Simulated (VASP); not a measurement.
Write the native input for VASP 6.6.1 that does the following.

* Task: single point
* Functional: PBE
* Potentials or basis: VASP PAW PBE potentials, release 64 (Zn, Cd, Se)
* Cutoff: 520 eV
* k mesh: 3 × 3 × 4
* Occupations: gaussian, width 0.1 eV
* Spin: no spin polarisation
* Dipole correction: no
* Further INCAR settings: ALGO = Normal; EDIFF = 1e-07; NBANDS = 39

The structure of ZnCd3Se2 lies in POSCAR:

```
ZnCd3Se2
1.0
    7.0629239460      0.0000000031      0.0000000000
   -3.5314619757      6.1166715606      0.0000000000
    0.0000000000      0.0000000000      3.9979826832
Zn Cd Se
1 3 2
Direct
    0.0000000000      0.0000000000      0.5000000000
    0.0000000000      0.5000000000      0.0000000000
    0.5000000000      0.0000000000      0.0000000000
    0.5000000000      0.5000000000      0.0000000000
    0.3333333333      0.6666666667      0.5000000000
    0.6666666667      0.3333333333      0.5000000000
```

The cell was built from a structure type or drawn by symmetry, and may not be a known phase.

These files were run (other wordings do the same):

INCAR

```
  PREC = Accurate
  ENCUT = 520
  EDIFF = 1E-7
  ISMEAR = 0
  SIGMA = 0.1
  LREAL = False
  LASPH = True
  NELM = 80
  ALGO = Normal
  ISIF = 2
  LWAVE = False
  LCHARG = False
  GGA = PE
  NBANDS = 39
```

KPOINTS

```
regular mesh
0
Gamma
  3 3 4
```

Potentials or basis: VASP PAW PBE potentials, release 64 (Zn, Cd, Se).

Run with:

```bash
$ cat potpaw_PBE.64/Zn/POTCAR potpaw_PBE.64/Cd/POTCAR potpaw_PBE.64/Se/POTCAR > POTCAR
$ mpirun -np 1 vasp_std > vasp.out
```

It gave:

| Property | Result |
| --- | --- |
| Pressure | 0.4 GPa |
| Band gap on the k mesh | zero (bands 30 and 31 overlap by 1.80 eV) |

Caveat: the k points lie up to 0.39 Å⁻¹ apart, too coarse for converged energies and pressures of a metal.

Wall time 83 s on 1 thread of Intel Xeon 8259CL, on a shared host, peak memory 0.31 GiB.
